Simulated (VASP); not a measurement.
A run of VASP 6.6.1 is set up as follows.

POSCAR

```
Al7BN8
1.0
    3.1975607249      0.0000000000      4.3685930762
    3.1975607249      0.0000000000     -4.3685930762
   -3.1975607249      5.4439111772      0.0000000000
B Al N
1 7 8
Direct
    0.1634365114      0.1634365114      0.3268730228
    0.1638122538      0.1638122538      0.8349429178
    0.6694723478      0.6694723478      0.3389446955
    0.6711306641      0.6711306641      0.8349429178
    0.0869097274      0.5869097274      0.1738194548
    0.5869097274      0.0869097274      0.1738194548
    0.0732454986      0.5864169201      0.6596624187
    0.5864169201      0.0732454986      0.6596624187
    0.4434833254      0.8819595860      0.3254429114
    0.8819595860      0.4434833254      0.3254429114
    0.4167525771      0.9167525771      0.8335051543
    0.9167525771      0.4167525771      0.8335051543
    0.3035938814      0.3035938814      0.1893426021
    0.3123587932      0.3123587932      0.6247175864
    0.8857487208      0.8857487208      0.1893426021
    0.8380168885      0.8380168885      0.6760337770
```

File INCAR.step1:

```
SYSTEM = Al7BN8
PREC = Accurate ; ENCUT = 520
ISMEAR = 0 ; SIGMA = 0.1
LREAL = Auto ; LASPH = .TRUE.
NELM = 100 ; NBANDS = 46
GGA = PE ; ALGO = Normal
EDIFF = 1E-4 ; LWAVE = .TRUE.
LCHARG = .FALSE.
```

The input INCAR.step2:

```
SYSTEM = Al7BN8
PREC = Accurate ; ENCUT = 520
EDIFF = 1E-6 ; ISMEAR = 0
SIGMA = 0.1 ; LREAL = Auto
LASPH = .TRUE. ; NELM = 100
ALGO = Normal ; ISIF = 2
LWAVE = .FALSE. ; LCHARG = .FALSE.
METAGGA = R2SCAN ; LMIXTAU = .TRUE.
NBANDS = 46 ; ISTART = 1
```

KPOINTS

```
regular mesh
0
G
  4 4 4
  0 0 0
```

Potentials or basis: VASP PAW PBE potentials, release 64 (B, Al, N).

The run is started by

```sh
$ cat potpaw_PBE.64/B/POTCAR potpaw_PBE.64/Al/POTCAR potpaw_PBE.64/N/POTCAR > POTCAR
$ cp INCAR.step1 INCAR
$ mpirun -np 1 vasp_std > vasp.out
$ cp INCAR.step2 INCAR
$ mpirun -np 1 vasp_std > vasp.out
```

Problem. Estimate the pressure.

Solution. -0.3 GPa.

Problem. Predict the largest force.

Solution. 0.071 eV/Å.

Stress tensor (GPa, compression positive):
```
-0.21  0.00  0.00
 0.00 -0.17  0.00
 0.00  0.00 -0.61
```

Caveat: the PAW data sets were made with another functional, which shifts forces and pressure a little.
